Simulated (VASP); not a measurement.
Runs of VASP 6.6.1 on Ca. The structure is that of space group Pm-3m (No. 221), or close to it. The cells are those of the table. 

| cell | k mesh | gap on the mesh (eV) | pressure (GPa) |
| --- | --- | --- | --- |
| a = 3.423, b = 3.405, c = 3.440 Å, angles 89.9, 89.7, 89.6°, 1 atom | 12 × 12 × 12 | none | 1.0 |
| a = 3.544, b = 3.561, c = 3.570 Å, angles 90.0, 89.9, 90.6°, 1 atom | 10 × 10 × 10 | none | -0.4 |
| a = 3.547, b = 3.556, c = 3.563 Å, angles 90.3, 89.8, 90.6°, 1 atom | 10 × 10 × 10 | none | -0.4 |
| a = 3.613 Å, 1 atom | 12 × 12 × 12 | none | -0.8 |
| a = 3.539 Å, 1 atom | 12 × 12 × 12 | none | (a) |
| a = 3.579 Å, 1 atom | 12 × 12 × 12 | none | (b) |
| a = 3.441 Å, 1 atom | 12 × 12 × 12 | none | 0.7 |

Alike in all rows: task single point; level PBE; potentials or basis VASP PAW PBE potentials, release 64 (Ca_sv); no spin polarisation; cutoff (eV) 520; smearing gaussian 0.1 eV.

Q: Estimate the missing entries.

A: (a) -0.2; (b) -0.6.

A gap of «none» marks levels without a gap at the run's occupations.
